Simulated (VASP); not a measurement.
# W2N (P-3m1) in VASP: single point with PBE

Aim: the single point of W2N with PBE.

Everything below comes from runs of VASP 6.6.1. Logs are shortened: lines on timing, memory, paths and dates and some standing lists are left out, and cuts for length are marked.

## Step 1: The cell of the first run

It takes space group P-3m1 (No. 164, trigonal). The conventional cell has a = 3.059 Å, b = 3.059 Å, c = 16.182 Å, α = 90.00°, β = 90.00°, γ = 120.00°. Within 2.8 Å of W (site symmetry 3m) lie 3 N at 2.14 Å and 1 W at 2.46 Å. Within 2.4 Å of W (site symmetry 3m) lie 1 N at 1.81 Å. Within 2.9 Å of W (site symmetry 3m) lie 3 N at 2.21 Å and 1 W at 2.51 Å. N (site symmetry -3m) has 6 W at 2.21 Å within 2.9 Å. Within 2.4 Å of N (site symmetry 3m) lie 4 W at 1.81 to 2.14 Å.

## Step 2: Single point, PBE (strain +0.080 along x and y, -0.080 along z)

The input, INCAR:

```
SYSTEM = W2N
PREC     = Accurate       ! precision mode
ENCUT    = 520            ! plane-wave cutoff, eV
EDIFF    = 1E-6           ! SCF threshold, eV
ISMEAR   = 0              ! smearing method
SIGMA    = 0.15           ! smearing width, eV
LREAL    = .False.        ! projectors in reciprocal space
LASPH    = .True.         ! aspherical terms in the spheres
NELM     = 60             ! most SCF steps
ALGO     = Fast           ! electronic algorithm
ISIF     = 2              ! what is computed and relaxed
LWAVE    = .False.        ! write WAVECAR
LCHARG   = .False.        ! write CHGCAR
GGA      = PE             ! functional
NBANDS   = 60             ! bands
```

The input, KPOINTS:

```
Automatic mesh
0
Gamma
  18 18 4
  0 0 0
```

The input, POSCAR:

```
W2N
1.0
    3.0593617347      0.0000000000      0.0000000000
   -1.5296808673      2.6494849816      0.0000000000
    0.0000000000      0.0000000000     16.1824622055
W N
6 3
Direct
    0.0000000000      0.0000000000      0.0758675263
    0.0000000000      0.0000000000      0.9241324737
    0.3333333333      0.6666666667      0.2622945114
    0.6666666667      0.3333333333      0.7377054886
    0.3333333333      0.6666666667      0.4174160771
    0.6666666667      0.3333333333      0.5825839229
    0.0000000000      0.0000000000      0.5000000000
    0.3333333333      0.6666666667      0.1503914903
    0.6666666667      0.3333333333      0.8496085097
```

Potentials or basis: VASP PAW PBE potentials, release 64 (W_sv, N).

Started as:

```
$ cat potpaw_PBE.64/W_sv/POTCAR potpaw_PBE.64/N/POTCAR > POTCAR
$ mpirun -np 1 vasp_std > vasp.out
```

OUTCAR:

```text
SYSTEM = W2N
   PREC = Accurate
   ENCUT = 520
   EDIFF = 1E-6
   ISMEAR = 0
   LREAL = .False.
   LASPH = .True.
   NELM = 60
   ISIF = 2
   GGA = PE

 ion  position               nearest neighbor table
   1  0.000  0.000  0.076-   8 2.14   8 2.14   8 2.14   2 2.46
   2  0.000  0.000  0.924-   9 2.14   9 2.14   9 2.14   1 2.46
   3  0.333  0.667  0.262-   8 1.81   5 2.51
   4  0.667  0.333  0.738-   9 1.81   6 2.51
   5  0.333  0.667  0.417-   7 2.21   7 2.21   7 2.21   3 2.51   6 3.20   6 3.20   6 3.20
   6  0.667  0.333  0.583-   7 2.21   7 2.21   7 2.21   4 2.51   5 3.20   5 3.20   5 3.20
   7  0.000  0.000  0.500-   5 2.21   6 2.21   5 2.21   6 2.21   6 2.21   5 2.21
   8  0.333  0.667  0.150-   3 1.81   1 2.14   1 2.14   1 2.14
   9  0.667  0.333  0.850-   4 1.81   2 2.14   2 2.14   2 2.14

  LATTYP: Found a hexagonal cell.
 ALAT       =     3.0593617347
 C/A-ratio  =     5.2894896416

  Lattice vectors:

 A1 = (   3.0593617347,   0.0000000000,   0.0000000000)
 A2 = (  -1.5296808673,   2.6494849816,   0.0000000000)
 A3 = (   0.0000000000,   0.0000000000,  16.1824622055)

Analysis of symmetry for initial positions (statically):
=====================================================================
 Subroutine PRICEL returns:
 Original cell was already a primitive cell.

 Routine SETGRP: Setting up the symmetry group for a
 hexagonal supercell.

 Subroutine GETGRP returns: Found 12 space group operations
 (whereof 12 operations were pure point group operations)
 out of a pool of 24 trial point group operations.

The static configuration has the point symmetry D_3d.

Analysis of symmetry for dynamics (positions and initial velocities):
=====================================================================
 Subroutine PRICEL returns:
 Original cell was already a primitive cell.

 Routine SETGRP: Setting up the symmetry group for a
 hexagonal supercell.

 Subroutine GETGRP returns: Found 12 space group operations
 (whereof 12 operations were pure point group operations)
 out of a pool of 24 trial point group operations.

The dynamic configuration has the point symmetry D_3d.

 Subroutine INISYM returns: Found 12 space group operations
 (whereof 12 operations are pure point group operations),
 and found     1 'primitive' translations

----------------------------------------------------------------------------------------

                                     Primitive cell
[... 113 lines left out ...]
   POTIM  = 0.5000    time-step for ionic-motion
   TEBEG  =    0.0;   TEEND  =   0.0 temperature during run
   PSTRESS=    0.0 pullay stress
   NELECT =      99.0000    total number of electrons
   NUPDOWN=      -1.0000    fix difference up-down
   EMIN   =  10.00;   EMAX   =-10.00  energy-range for DOS
   EFERMI =   0.00;   METHOD = LEGACY
   ISMEAR =     0;   SIGMA  =   0.15  broadening in eV -4-tet -1-fermi 0-gaus
   EFERMI_NEDOS =   21; number of points for ismear=-14 and -15
   IALGO  =     68    algorithm
   IMIX   =      4    mixing-type and parameters
     AMIX     =   0.40;   BMIX     =  1.00
     AMIX_MAG =   1.60;   BMIX_MAG =  1.00
  volume/ion in A,a.u.               =      14.57        98.35
  Fermi-wavevector in a.u.,A,eV,Ry     =   1.490531  2.816695 30.227816  2.221682
  Thomas-Fermi vector in A             =   2.603301
   LORBIT       =      0    0 simple, 1 ext, 2 COOP (PROOUT), +10 PAW based schemes
   GGA     = PE    functional components
   LHFCALC =     F    Hartree Fock is set to
   AEXX    =    0.0000 exact exchange contribution
   IVDW    =     0    specifies the selected vdW correction
   LEPSILON=     F    determine dielectric tensor
   LRPA    =     F    only Hartree local field effects (RPA)
 non-spin polarized calculation
 RMM-DIIS sequential band-by-band and
 Gauss-broadening in eV      SIGMA  =   0.15
  energy-cutoff  :      520.00
  volume of cell :      131.17
 maximum number of plane-waves:      3565
 NGX is ok and might be reduce to    24
   NGX = 11   NGY = 11   NGZ = 61

 number of electron      98.9999998 magnetization

 Free energy of the ion-electron system (eV)
  ---------------------------------------------------
  ext. energy  EPLUGINS =         0.00000000
  ---------------------------------------------------
  free energy    TOTEN  =       -95.74271300 eV

  energy without entropy =      -95.63937128  energy(sigma->0) =      -95.69104214

 E-fermi :   9.1519     XC(G=0): -12.6195

 val. band max:        9.1500190481   @ k =   0.2778   0.0000   0.0000
 cond. band min:       9.1521715100   @ k =   0.2778   0.0556   0.0000
 fundamental gap:      0.0021524619
 Fermi energy:         9.1519005857

 k-point     1 :       0.0000    0.0000    0.0000
  band No.  band energies     occupation
      1     -65.3186      2.00000
      2     -65.3122      2.00000
      3     -65.3009      2.00000
      4     -65.2145      2.00000
      5     -65.0876      2.00000
      6     -65.0872      2.00000
[... 1501 lines left out ...]
     59      12.2511      0.00000
     60      12.6289      0.00000

 [... further k-points ...]

------------------------ aborting loop because EDIFF is reached ----------------------------------------

  FORCE on cell =-STRESS in cart. coord.  units (eV):
  Direction    XX          YY          ZZ          XY          YZ          ZX
  --------------------------------------------------------------------------------------
  -------------------------------------------------------------------------------------
  Total      -17.7037768    -17.7037768     22.7390778     -0.0000000      0.0000000      0.0000000
  in kB     -216.2417834   -216.2417834    277.7451831     -0.0000000      0.0000000      0.0000000
  external PRESSURE =     -51.5794612 kB  Pullay stress =       0.0000000 kB

 VOLUME and BASIS-vectors are now :
 -----------------------------------------------------------------------------
  energy-cutoff  :      520.00
  volume of cell :      131.17
      direct lattice vectors                 reciprocal lattice vectors
     3.059361735  0.000000000  0.000000000     0.326865564  0.188715922  0.000000000
    -1.529680867  2.649484982  0.000000000     0.000000000  0.377431843  0.000000000
     0.000000000  0.000000000 16.182462205     0.000000000  0.000000000  0.061795293

 POSITION                                       TOTAL-FORCE (eV/Angst)
 -----------------------------------------------------------------------------------
      0.00000      0.00000      1.22772         0.000000      0.000000      1.899229
      0.00000      0.00000     14.95474        -0.000000      0.000000     -1.899229
     -0.00000      1.76632      4.24457        -0.000000      0.000000      2.432046
      1.52968      0.88316     11.93789         0.000000     -0.000000     -2.432046
     -0.00000      1.76632      6.75482         0.000000      0.000000      2.319764
      1.52968      0.88316      9.42764        -0.000000      0.000000     -2.319764
      0.00000      0.00000      8.09123        -0.000000      0.000000     -0.000000
     -0.00000      1.76632      2.43370        -0.000000      0.000000     -4.746160
      1.52968      0.88316     13.74876        -0.000000     -0.000000      4.746160
 -----------------------------------------------------------------------------------
    total drift:                                0.000000      0.000000      0.000000

  FREE ENERGIE OF THE ION-ELECTRON SYSTEM (eV)
  ---------------------------------------------------
  free  energy   TOTEN  =       -95.7427129961 eV

  energy  without entropy=      -95.6393712780  energy(sigma->0) =      -95.69104214
```

OSZICAR:

```text
N       E                     dE             d eps       ncg     rms          rms(c)
DAV:   1     0.136320487625E+04    0.13632E+04   -0.56537E+04 16560   0.186E+03
DAV:   2     0.918512495756E+01   -0.13540E+04   -0.13168E+04 17012   0.604E+02
DAV:   3    -0.100311477643E+03   -0.10950E+03   -0.10452E+03 19840   0.159E+02
[... 17 lines left out ...]
RMM:  21    -0.957427070096E+02   -0.41931E-05   -0.41086E-05 11724   0.264E-03    0.567E-04
RMM:  22    -0.957427095889E+02   -0.25792E-05   -0.25359E-05  9031   0.177E-03    0.295E-04
RMM:  23    -0.957427112509E+02   -0.16621E-05   -0.16348E-05  7148   0.138E-03    0.130E-04
RMM:  24    -0.957427123193E+02   -0.10684E-05   -0.10467E-05  6244   0.119E-03    0.772E-05
RMM:  25    -0.957427129961E+02   -0.67678E-06   -0.66028E-06  5695   0.109E-03
   1 F= -.95742713E+02 E0= -.95691042E+02  d E =-.103342E+00
```

Run time: 45 min. Hardware: 1 thread of Oxide Virtual Turin-like, shared host; peak memory 0.76 GiB.

Results:

- Free energy: -95.7427 eV
- Pressure: -5.2 GPa
- Largest force: 4.746 eV/Å
- Band gap on the k mesh: zero (an odd number of electrons rules out a gap without spin polarisation)

Forces in eV/Å, atoms in the order of the input:
```
W    0.000  0.000  1.899
W    0.000  0.000 -1.899
W    0.000  0.000  2.432
W    0.000  0.000 -2.432
W    0.000  0.000  2.320
W    0.000  0.000 -2.320
N    0.000  0.000  0.000
N    0.000  0.000 -4.746
N    0.000  0.000  4.746
```

Caveat: the cell differs from its parent crystal (strain +0.080 along x and y, -0.080 along z); the stress differs along the axes, from -22 to 28 GPa; spin-orbit coupling is left out, which moves the levels of the heavy elements; forces of over 1 eV/Å act on the atoms, so gaps and moduli don't describe the material at rest.
